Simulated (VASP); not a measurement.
Set up this calculation in VASP 6.6.1, as the native input.

| Item | Value |
| --- | --- |
| Task | single point |
| Functional | LDA |
| Potentials or basis | VASP PAW LDA potentials, release 64 (Hf_pv, O) |
| Cutoff | 520 eV |
| k mesh | 5 × 7 × 3 |
| Occupations | gaussian, width 0.05 eV |
| Spin | no spin polarisation |
| Dipole correction | no |
| Further INCAR settings | ALGO = Normal; EDIFF = 1e-07; NBANDS = 56 |

The structure of HfO2 lies in POSCAR:

```
HfO2
1.0
    0.0000000000     -4.7888991458      0.0000000000
    0.0000000000      0.0000000000     -3.1858186391
   15.5777982917      0.0000000000      0.0000000000
Hf O
4 8
Direct
    0.0000000000      0.0000000000      0.1837131330
    0.0000000000      0.0000000000      0.4911313609
    0.5000000000      0.5000000000      0.0300040190
    0.5000000000      0.5000000000      0.3374222470
    0.1951075729      0.5000000000      0.5511109853
    0.1951075729      0.5000000000      0.2436927574
    0.6951075729      0.0000000000      0.5848608506
    0.6951075729      0.0000000000      0.2774426226
    0.3048924271      0.0000000000      0.0899836434
    0.3048924271      0.0000000000      0.3974018713
    0.8048924271      0.5000000000      0.1237335087
    0.8048924271      0.5000000000      0.4311517366
```

This cell differs from its parent crystal: the distance across one plane changed.

One way to write it, as run:

INCAR

```
  PREC = Accurate
  ENCUT = 520
  EDIFF = 1E-7
  ISMEAR = 0
  SIGMA = 0.05
  LREAL = F
  LASPH = T
  NELM = 80
  ALGO = Normal
  ISIF = 2
  LWAVE = F
  LCHARG = T
  LELF = T
  LVHAR = T
  NBANDS = 56
```

KPOINTS

```
Automatic mesh
0
Gamma
  5 7 3
```

Potentials or basis: VASP PAW LDA potentials, release 64 (Hf_pv, O).

Run with:

```console
$ cat potpaw_LDA.64/Hf_pv/POTCAR potpaw_LDA.64/O/POTCAR > POTCAR
$ mpirun -np 1 vasp_std > vasp.out
```

It gave:

```
Pressure               : -3.4 GPa
Largest force          : 3.383 eV/Å
Band gap on the k mesh : zero (bands 44 and 45 overlap by 0.08 eV)
```

Caveat: the cell differs from its parent crystal (the distance across one plane changed); the cell stands under tension; spin-orbit coupling is left out, which moves the levels of the heavy elements; forces of over 1 eV/Å act on the atoms, so gaps and moduli don't describe the material at rest.

Wall time 22 min on 1 thread of Intel(R) Xeon(R) Platinum 8488C (Sapphire Rapids), on a shared host, peak memory 0.44 GiB.
